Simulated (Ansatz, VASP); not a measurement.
## BeTe6Br in VASP and in Ansatz

```
CELL_PARAMETERS angstrom
0.00000 4.73651 4.73651
4.73651 0.00000 4.73651
4.73651 4.73651 0.00000
ATOMIC_POSITIONS crystal
Be 0.50000 0.50000 0.50000
Te 0.50000 0.00000 0.00000
Te 0.00000 0.50000 0.50000
Te 0.00000 0.50000 0.00000
Te 0.50000 0.00000 0.50000
Te 0.00000 0.00000 0.50000
Te 0.50000 0.50000 0.00000
Br 0.00000 0.00000 0.00000
```

Alike in both runs: functional PBE; k mesh 8 × 8 × 8; occupations gaussian, width 0.1 eV; no spin polarisation.

Ansatz relaxed the structure, and its values are those at the end. VASP's run is a single point on that final structure, the one shown.

|  | VASP | Ansatz |
| --- | --- | --- |
| version | VASP 6.6.1 | Ansatz 0.2.0 |
| potentials or method | VASP PAW PBE potentials, release 64 (Be, Te, Br), cutoff 520 eV | scalar-relativistic, plane waves, PAW |
| valence electrons in the cell | 45 | 105 |

```csv
,VASP,Ansatz,Ansatz less VASP
gap on the k mesh at the Fermi level (eV),none,none,-
pressure (GPa),-0.1,0.0,+0.07
```

A gap of «none» marks a metal or a gap that the smearing closes. With one functional, cell and mesh, what is left measures potentials, basis and numerics. VASP's potentials hold 45 valence electrons a cell and Ansatz's 105, so a difference there can come from the potentials and not from the codes.

Spin-orbit coupling is off throughout.
